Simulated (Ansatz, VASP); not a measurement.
## Two plane-wave programs on CaC2

```
Ca C
1.0
    -1.97287    1.97287    2.98187
     1.97287   -1.97287    2.98187
     1.97287    1.97287   -2.98187
Ca C
1 2
Cartesian
  0.0000 0.0000 0.0000
  0.0000 0.0000 3.5763
  0.0000 0.0000 2.3874
```

Change from the starting cell: strain +0.050 along x and y, -0.050 along z, atoms carried along.

Alike in both runs: task single point; functional LDA; k mesh 10 × 10 × 10; occupations gaussian, width 0.05 eV; no spin polarisation.

|  | VASP | Ansatz |
| --- | --- | --- |
| version | VASP 6.6.1 | Ansatz 0.2.0 |
| potentials or method | VASP PAW LDA potentials, release 64 (Ca_sv, C), cutoff 600 eV | scalar-relativistic, plane waves, PAW |
| valence electrons in the cell | 18 | 18 |

```csv
,VASP,Ansatz,Ansatz less VASP
gap on the k mesh at the Fermi level (eV),1.45,1.47,+0.016
least direct gap on the mesh (eV),2.59,2.61,+0.012
pressure (GPa),8.5,8.1,-0.40
"traceless stress, the component that is largest in VASP (GPa)",27.52,26.94,-0.584
rms of the force components (eV/Å),2.641,2.583,-0.0582
```

LDA's correlation is that of Perdew and Zunger in VASP and of Perdew and Wang (1992) in Ansatz. Atom by atom the forces differ by 0.058 eV/Å (rms over components).
